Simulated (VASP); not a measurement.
A run of VASP 6.6.1 is set up as follows.

File INCAR:

```
SYSTEM = C
ALGO = Normal ; EDIFF = 1E-6
ENCUT = 520 ; GGA = PS
ISIF = 2 ; ISMEAR = 0
LASPH = .True. ; LCHARG = .False.
LREAL = Auto ; LWAVE = .False.
NBANDS = 46 ; NELM = 100
PREC = Accurate ; SIGMA = 0.02
```

KPOINTS

```
k-points
0
Gamma
  12 12 2
  0 0 0
```

POSCAR

```
C
1.0
    2.5020797648      0.0000000000      0.0000000000
   -1.2510398824      2.1668646386      0.0000000000
    0.0000000000      0.0000000000     16.5865956475
C
16
Direct
    0.0000000000      0.0000000000     -0.0005138208
    0.0000000000      0.0000000000      0.0934144249
    0.3333333333      0.6666666667      0.1249115630
    0.3333333333      0.6666666667      0.2188384370
    0.0000000000      0.0000000000      0.2503355751
    0.0000000000      0.0000000000      0.3442638208
    0.3333333333      0.6666666667      0.3757345719
    0.3333333333      0.6666666667      0.4697543757
    0.0000000000      0.0000000000      0.5009885655
    0.0000000000      0.0000000000      0.5936114320
    0.6666666667      0.3333333333      0.6248136006
    0.6666666667      0.3333333333      0.7189363994
    0.0000000000      0.0000000000      0.7501385680
    0.0000000000      0.0000000000      0.8427614345
    0.3333333333      0.6666666667      0.8739956243
    0.3333333333      0.6666666667      0.9680154281
```

Potentials or basis: VASP PAW PBE potentials, release 64 (C).

Command:

```sh
$ cat potpaw_PBE.64/C/POTCAR > POTCAR
$ mpirun -np 1 vasp_std > vasp.out
```

Q: What does it give for the largest force?

A: 0.011 eV/Å.

Q: Predict the band gap on the k mesh.

A: 3.61 eV, indirect (least direct gap 5.07 eV).

Q: What does it give for the pressure?

A: 1.1 GPa.

Stress tensor (GPa, compression positive):
```
1.17 0.00 0.00
0.00 1.17 0.00
0.00 0.00 0.98
```

Caveat: the PAW data sets were made with another functional, which shifts forces and pressure a little. A k mesh can miss the band edges.
